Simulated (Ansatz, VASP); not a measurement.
## Au in VASP and in Ansatz

File INCAR:

```
SYSTEM = Au
ALGO = Fast ; EDIFF = 1E-6
ENCUT = 520 ; GGA = PS
ISIF = 2 ; ISMEAR = 0
LASPH = .TRUE. ; LCHARG = .FALSE.
LREAL = .FALSE. ; LWAVE = .FALSE.
NBANDS = 18 ; NELM = 80
PREC = Accurate ; SIGMA = 0.15
```

File KPOINTS:

```
k-points
0
G
  24 24 12
  0 0 0
```

The input POSCAR:

```
Au
1.0
    2.8093134480      0.0000000000      0.0000000000
   -1.4046567240      2.4329368131      0.0000000000
    0.0000000000      0.0000000000      5.2001389154
Au
2
Direct
    0.3333333333      0.6666666667      0.7500000000
    0.6666666667      0.3333333333      0.2500000000
```

Input for Ansatz:

```yaml
crystal:
  lattice:
    - [2.809313448, 0.0, 0.0]
    - [-1.404656724, 2.4329368131, 0.0]
    - [0.0, 0.0, 5.2001389154]
  atoms:
    - { symbol: Au, position: [0.3333333333, 0.6666666667, 0.75] }
    - { symbol: Au, position: [0.6666666667, 0.3333333333, 0.25] }
basis:
  ecutwfc: 420
kpoints:
  mp_grid: { grid: [24, 24, 12] }
hamiltonian:
  xc: pbesol
scf:
  occupations: { method: gaussian, width: 0.15 }
output:
  forces: true
  stress: true
  eigenvalues: true
```

Alike in both runs: task single point; functional PBEsol; k mesh 24 × 24 × 12; occupations gaussian, width 0.15 eV; no spin polarisation.

|  | VASP | Ansatz |
| --- | --- | --- |
| version | VASP 6.6.1 | Ansatz 0.2.0 |
| potentials or method | VASP PAW PBE potentials, release 64 (Au), cutoff 520 eV | scalar-relativistic, plane waves, PAW |
| valence electrons in the cell | 22 | 38 |

Ansatz gave:

| Item | Value |
| --- | --- |
| gap on the k mesh at the Fermi level (eV) | none |
| pressure (GPa) | -4.0 |
| traceless stress, the component that is largest in VASP (GPa) | -4.97 |

Task: What did VASP give for the same quantities?

Result: gap on the k mesh at the Fermi level (eV): none; pressure (GPa): -4.2; traceless stress, the component that is largest in VASP (GPa): -4.93.

VASP's potentials were made for PBE, not for PBEsol. A gap of «none» marks a metal or a gap that the smearing closes. With one functional, cell and mesh, what is left measures potentials, basis and numerics. VASP's potentials hold 22 valence electrons a cell and Ansatz's 38, so a difference there can come from the potentials and not from the codes.

Spin-orbit coupling is off throughout.
